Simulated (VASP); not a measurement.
Set up this calculation in VASP 6.6.1, as the native input.

```
Task                   : single point
Functional             : PBEsol
Potentials or basis    : VASP PAW PBE potentials, release 64 (Hf_pv, N)
Cutoff                 : 520 eV
k mesh                 : 12 × 12 × 12
Occupations            : gaussian, width 0.05 eV
Spin                   : no spin polarisation
Dipole correction      : no
Further INCAR settings : ALGO = Normal; EDIFF = 1e-07; NBANDS = 14
```

The structure of HfN lies in POSCAR:

```
HfN
1.0
    2.7904350122      0.0000000000      0.0000000000
    0.0000000000      2.7904350122      0.0000000000
    0.0000000000      0.0000000000      2.7904350122
Hf N
1 1
Direct
    0.0000000000      0.0000000000      0.0000000000
    0.5000000000      0.5000000000      0.5000000000
```

These files were run (other wordings do the same):

INCAR

```
  ALGO = Normal
  EDIFF = 1E-7
  ENCUT = 520
  GGA = PS
  ISIF = 2
  ISMEAR = 0
  LASPH = T
  LCHARG = F
  LREAL = F
  LWAVE = F
  NBANDS = 14
  NELM = 60
  PREC = Accurate
  SIGMA = 0.05
```

KPOINTS

```
k-points
0
Gamma
  12 12 12
```

Potentials or basis: VASP PAW PBE potentials, release 64 (Hf_pv, N).

Run with:

```sh
$ cat potpaw_PBE.64/Hf_pv/POTCAR potpaw_PBE.64/N/POTCAR > POTCAR
$ mpirun -np 1 vasp_std > vasp.out
```

Results of the run:

```json
{
  "Pressure": "-2.5 GPa"
}
```

Caveat: the PAW data sets were made with another functional, which shifts forces and pressure a little.

Run time: 32 s on 1 thread of Intel Xeon 8259CL (shared host), peak memory 0.16 GiB.
